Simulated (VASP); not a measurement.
**CO2: single point with PBE**

The system is CO2.

```xyz
12
Lattice="6.5204 0.0000 0.0000 0.0000 6.5204 0.0000 0.0000 0.0000 6.0653" Properties=species:S:1:pos:R:3 pbc="T T T"
C     0.0000    0.0000    0.0000
C     3.2602    0.0000    3.0326
C     3.2602    3.2602    0.0000
C     0.0000    3.2602    3.0326
O     0.7269    0.7269    0.6762
O     2.5333    5.7935    3.7088
O     3.9871    2.5333    5.3891
O     5.7935    3.9871    2.3565
O     5.7935    5.7935    5.3891
O     3.9871    0.7269    2.3565
O     2.5333    3.9871    0.6762
O     0.7269    2.5333    3.7088
```

This cell differs from its parent crystal: volume 21.489 Å^3 an atom, c/a of the conventional cell 0.9302.

```json
{
 "Program": "VASP 6.6.1",
 "Task": "single point",
 "Functional": "PBE",
 "Potentials or basis": "VASP PAW PBE potentials, release 64 (C, O)",
 "Cutoff": "520 eV",
 "k mesh": "4 × 4 × 4",
 "Occupations": "gaussian, width 0.05 eV",
 "Spin": "no spin polarisation",
 "Dipole correction": "no",
 "Further INCAR settings": "ALGO = Normal; EDIFF = 1e-06; NBANDS = 44"
}
```

```json
{"Pressure": "-9.7 GPa", "Largest force": "4.590 eV/Å", "Band gap on the k mesh": "6.11 eV, direct"}
```

Forces on the atoms (eV/Å):
```
C    0.000  0.000  0.000
C    0.000  0.000  0.000
C    0.000  0.000  0.000
C    0.000  0.000  0.000
O   -2.712 -2.717 -2.516
O    2.712  2.717 -2.516
O   -2.712  2.717  2.516
O    2.712 -2.717  2.516
O    2.712  2.717  2.516
O   -2.712 -2.717  2.516
O    2.712 -2.717 -2.516
O   -2.712  2.717 -2.516
```

Stress tensor (GPa, compression positive):
```
-10.16   0.00   0.00
  0.00 -10.14   0.00
  0.00   0.00  -8.71
```

Levels at points of the mesh, in eV from the valence-band top:
```tsv
k point	band 29	band 30	band 31	band 32	band 33	band 34	band 35	band 36
(0.00, 0.00, 0.00)	-0.11	-0.11	-0.07	0.00	6.11	7.21	7.23	7.29
(0.50, 0.00, 0.00)	-0.16	-0.16	-0.06	-0.06	7.19	7.19	7.20	7.20
(0.00, 0.50, 0.00)	-0.16	-0.16	-0.07	-0.07	7.19	7.19	7.24	7.24
(0.50, 0.50, 0.00)	-0.16	-0.16	-0.16	-0.16	7.22	7.22	7.22	7.22
(0.00, 0.00, 0.50)	-0.15	-0.15	-0.09	-0.09	7.22	7.22	7.33	7.33
(0.50, 0.00, 0.50)	-0.15	-0.15	-0.15	-0.15	7.21	7.21	7.21	7.21
(0.00, 0.50, 0.50)	-0.14	-0.14	-0.14	-0.14	7.22	7.22	7.22	7.22
(0.50, 0.50, 0.50)	-0.14	-0.14	-0.14	-0.14	7.22	7.22	7.22	7.22
```

It took 6.1 min on 1 thread of Oxide Virtual Turin-like Processor (shared host), peak memory 0.4 GiB.

Caveat: forces of over 1 eV/Å act on the atoms, so gaps and moduli don't describe the material at rest. A k mesh can miss the band edges.
